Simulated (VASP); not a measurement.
Au: relaxation of cell and atoms with RPBE

Crystal: Au.

```
CELL_PARAMETERS angstrom
0.00000 2.03500 2.03500
2.03500 0.00000 2.03500
2.03500 2.03500 0.00000
ATOMIC_POSITIONS crystal
Au 0.00000 0.00000 0.00000
```

```yaml
Program: VASP 6.6.1
Task: relaxation of cell and atoms
Functional: RPBE
Potentials_or_basis: VASP PAW PBE potentials, release 64 (Au)
Cutoff: 600 eV
k_mesh: 11 × 11 × 11
Occupations: fermi-dirac, width 0.05 eV
Spin: no spin polarisation
Dipole_correction: no
Further_INCAR_settings: ALGO = Normal; EDIFF = 1e-07; IBRION = 2; EDIFFG = -0.005; NSW = 80; ISIF = 3
```

```json
{
 "Relaxed volume": "18.47 Å³/atom",
 "Relaxed cell": "a = 2.967 Å, b = 2.967 Å, c = 2.967 Å, α = 60.00°, β = 60.00°, γ = 60.00°",
 "Space group after relaxing (to 0.05 Å)": "Fm-3m (No. 225)",
 "Energy gained by relaxing": "66.0 meV/atom",
 "Ionic steps": "18",
 "Pressure after relaxing": "0.0 GPa"
}
```

Step by step:
| step | energy change (eV) | largest force (eV/Å) | pressure (GPa) | volume (Å³) |
| --- | --- | --- | --- | --- |
| 1 | 0.0000 | 0.0000 | 14.67 | 16.85 |
| 2 | 0.0263 | 0.0000 | -10.37 | 20.91 |
| 3 | -0.0660 | 0.0000 | -0.30 | 18.51 |
| 4 | -0.0660 | 0.0000 | -0.07 | 18.47 |
| 5 | -0.0660 | 0.0000 | 0.15 | 18.44 |
| 6 | -0.0660 | 0.0000 | 0.16 | 18.44 |
| 7 | -0.0660 | 0.0000 | 0.14 | 18.44 |
| 8 | -0.0660 | 0.0000 | 0.14 | 18.44 |
| 9 | -0.0660 | 0.0000 | 0.14 | 18.44 |
| 10 | -0.0660 | 0.0000 | 0.14 | 18.44 |
| 11 | -0.0660 | 0.0000 | 0.14 | 18.44 |
| 12 | -0.0660 | 0.0000 | 0.14 | 18.44 |
| 13 | -0.0660 | 0.0000 | 0.15 | 18.44 |
| 14 | -0.0660 | 0.0000 | 0.13 | 18.44 |
| 15 | -0.0660 | 0.0000 | 0.12 | 18.44 |
| 16 | -0.0660 | 0.0000 | 0.10 | 18.44 |
| 17 | -0.0660 | 0.0000 | 0.05 | 18.45 |
| 18 | -0.0660 | 0.0000 | -0.04 | 18.47 |

Final structure:
```cif
data_structure
_symmetry_space_group_name_H-M 'P 1'
_symmetry_Int_Tables_number 1
_cell_length_a 2.9668
_cell_length_b 2.9668
_cell_length_c 2.9668
_cell_angle_alpha 60.000
_cell_angle_beta 60.000
_cell_angle_gamma 60.000
_cell_volume 18.47
loop_
_atom_site_label
_atom_site_type_symbol
_atom_site_fract_x
_atom_site_fract_y
_atom_site_fract_z
_atom_site_occupancy
Au1 Au 0.00000 0.00000 0.00000 1
```

Levels at points of the mesh, in eV from the Fermi level:
| k point | band 2 | band 3 | band 4 | band 5 | band 6 | band 7 | band 8 | band 9 |
| --- | --- | --- | --- | --- | --- | --- | --- | --- |
| (0.00, 0.00, 0.00) | -4.43 | -4.43 | -4.43 | -3.12 | -3.12 | 14.45 | 18.02 | 18.02 |

It took 29 s on 1 thread of Intel(R) Xeon(R) 6975P-C (Granite Rapids), with other jobs on the host, peak memory 0.15 GiB.

Caveat: the PAW data sets were made with another functional, which shifts forces and pressure a little; spin-orbit coupling is left out, which moves the levels of the heavy elements. RPBE and its kin give volumes clearly too large for solids.
